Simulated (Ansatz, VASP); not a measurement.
**HfO2: VASP beside Ansatz**

```
CELL_PARAMETERS angstrom
5.54069 0.00000 0.00000
0.00000 3.31689 0.00028
-0.00001 0.00054 6.46851
ATOMIC_POSITIONS crystal
Hf 0.75212 0.24992 0.10896
Hf 0.24788 0.75007 0.89104
Hf 0.25212 0.25007 0.39103
Hf 0.74788 0.74993 0.60897
O 0.97754 0.75005 0.34040
O 0.02246 0.24995 0.65960
O 0.47754 0.74996 0.15959
O 0.52246 0.25005 0.84040
O 0.86021 0.74998 0.92433
O 0.13979 0.25001 0.07568
O 0.36021 0.75002 0.57567
O 0.63979 0.24999 0.42433
```

Change from the starting cell: all atoms moved at random, sigma 0.15 Å a component; relaxed back.

Alike in both runs: functional r2SCAN; k mesh 4 × 6 × 4; occupations gaussian, width 0.05 eV; no spin polarisation.

Ansatz relaxed the structure, and its values are those at the end. VASP's run is a single point on that final structure, the one shown.

```csv
,VASP,Ansatz
version,VASP 6.6.1,Ansatz 0.2.0
potentials or method,"VASP PAW PBE potentials, release 64 (Hf_pv, O), cutoff 520 eV","scalar-relativistic, plane waves, PAW"
valence electrons in the cell,88,152
```

VASP gave:

- gap on the k mesh at the Fermi level (eV): 3.92
- least direct gap on the mesh (eV): 3.92
- pressure (GPa): -4.0
- rms of the force components (eV/Å): 0.035

Question: Estimate Ansatz's values.

Answer: gap on the k mesh at the Fermi level (eV): 3.98; least direct gap on the mesh (eV): 3.98; pressure (GPa): 0.0; rms of the force components (eV/Å): 0.001.

VASP's potentials were made for PBE, not for r2SCAN. VASP's potentials hold 88 valence electrons a cell and Ansatz's 152, so a difference there can come from the potentials and not from the codes.

Neither program's run includes spin-orbit coupling.
